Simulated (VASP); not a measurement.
A run of VASP 6.6.1 is set up as follows.

POSCAR

```
Ni2Ge
1.0
    3.9383591180      0.0000000000      0.0000000000
   -1.9691795590      3.4107190454      0.0000000000
    0.0000000000      0.0000000000      4.9870018148
Ni Ge
4 2
Direct
    0.6666666667      0.3333333333      0.2500000000
    0.3333333333      0.6666666667      0.7500000000
    0.0000000000      0.0000000000      0.0000000000
    0.0000000000      0.0000000000      0.5000000000
    0.6666666667      0.3333333333      0.7500000000
    0.3333333333      0.6666666667      0.2500000000
```

The input INCAR.step1:

```
SYSTEM = Ni2Ge
PREC = Accurate
ENCUT = 520
ISMEAR = 0
SIGMA = 0.1
LREAL = .FALSE.
LASPH = .TRUE.
NELM = 60
NBANDS = 43
GGA = PE
ALGO = Normal
EDIFF = 1E-4
LWAVE = .TRUE.
LCHARG = .FALSE.
```

File INCAR.step2:

```
SYSTEM = Ni2Ge
PREC = Accurate
ENCUT = 520
EDIFF = 1E-6
ISMEAR = 0
SIGMA = 0.1
LREAL = .FALSE.
LASPH = .TRUE.
NELM = 60
ALGO = Normal
ISIF = 2
LWAVE = .FALSE.
LCHARG = .FALSE.
METAGGA = R2SCAN
LMIXTAU = .TRUE.
NBANDS = 43
ISTART = 1
```

KPOINTS

```
regular mesh
0
G
  12 12 8
  0 0 0
```

Potentials or basis: VASP PAW PBE potentials, release 64 (Ni, Ge_d).

Run with:

```console
$ cat potpaw_PBE.64/Ni/POTCAR potpaw_PBE.64/Ge_d/POTCAR > POTCAR
$ cp INCAR.step1 INCAR
$ mpirun -np 1 vasp_std > vasp.out
$ cp INCAR.step2 INCAR
$ mpirun -np 1 vasp_std > vasp.out
```

(1) Estimate the pressure.

(2) What does it give for the band gap on the k mesh?

Answers

(1) 6.7 GPa.

(2) zero (bands 34 and 35 overlap by 3.25 eV).

Caveat: the cell differs from its parent crystal (equal strain along all axes, cell held: -1.0 %); the cell stands under pressure; the PAW data sets were made with another functional, which shifts forces and pressure a little.
